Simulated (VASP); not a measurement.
Crystal: SrO.

```
Sr O
1.0
     0.00000    2.59751    2.59751
     2.59751    0.00000    2.59751
     2.59751    2.59751    0.00000
Sr O
1 1
Direct
  0.50000 0.50000 0.50000
  0.00000 0.00000 0.00000
```

Base run:

* Program: VASP 6.6.1
* Functional: PBEsol
* Potentials or basis: VASP PAW PBE potentials, release 64 (Sr_sv, O)
* Cutoff: 520 eV
* k mesh: 12 × 12 × 12
* Occupations: gaussian, width 0.05 eV
* Spin: no spin polarisation

Its results: band gap on the k mesh 3.18 eV, indirect (least direct gap 3.28 eV); pressure -3.1 GPa.

The run is repeated on the same cell with these changes: functional from PBEsol to LDA; potentials or basis from VASP PAW PBE potentials, release 64 (Sr_sv, O) to VASP PAW LDA potentials, release 64 (Sr_sv, O). What comes out?

Band gap on the k mesh 3.12 eV, indirect (least direct gap 3.22 eV); pressure -6.1 GPa.

Caveats: the PAW data sets were made with another functional, which shifts forces and pressure a little (some runs).

A k mesh can miss the band edges.
